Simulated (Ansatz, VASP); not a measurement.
## PbS in VASP and in Ansatz

Contents of INCAR:

```
SYSTEM = PbS
PREC = Accurate
ENCUT = 500
EDIFF = 1E-6
ISMEAR = -1
SIGMA = 0.1
LREAL = .FALSE.
LASPH = .TRUE.
NELM = 120
ALGO = Normal
ISIF = 2
LWAVE = .FALSE.
LCHARG = .FALSE.
GGA = PE
NBANDS = 17
GGA_COMPAT = .FALSE.
```

The input KPOINTS:

```
regular mesh
0
G
  6 6 6
  0 0 0
```

POSCAR

```
PbS
1.0
    0.0000000000      3.0000000000      3.0000000000
    3.0000000000      0.0000000000      3.0000000000
    3.0000000000      3.0000000000      0.0000000000
Pb S
1 1
Direct
    0.0000000000      0.0000000000      0.0000000000
    0.5000000000      0.5000000000      0.5000000000
```

Input for Ansatz:

```yaml
crystal:
  atoms:
  - position: [0.0, 0.0, 0.0]
    symbol: Pb
  - position: [0.5, 0.5, 0.5]
    symbol: S
  lattice:
  - [0.0, 3.0, 3.0]
  - [3.0, 0.0, 3.0]
  - [3.0, 3.0, 0.0]
hamiltonian:
  dispersion: none
  pseudopotentials:
    kind: all_electron
    lapw: {basis_error: 0.025 meV}
    relativity: scalar
  xc: pbe
kpoints:
  mp_grid:
    grid: [6, 6, 6]
    shift: [0, 0, 0]
magnetization: {spin_polarized: false}
output: {forces: true, stress: true}
scf:
  convergence: {dr2_threshold: 1e-10 eV}
  lower_state_search: 'off'
  max_iter: 200
  occupations: {method: fermi_dirac, width: 0.1}
```

Alike in both runs: task single point; functional PBE; k mesh 6 × 6 × 6; occupations fermi-dirac, width 0.1 eV; no spin polarisation.

```csv
,VASP,Ansatz
version,VASP 6.6.1,Ansatz 0.2 development build
potentials or method,"VASP PAW PBE potentials, release 64 (Pb_d, S), cutoff 500 eV","all-electron full-potential LAPW, scalar-relativistic"
```

Ansatz gave:

```
pressure (GPa) : 0.2
```

What did VASP give for the same quantities?

Pressure (GPa): 0.1.

Ansatz ran all-electron here, and VASP with PAW potentials.

Neither program's run includes spin-orbit coupling.
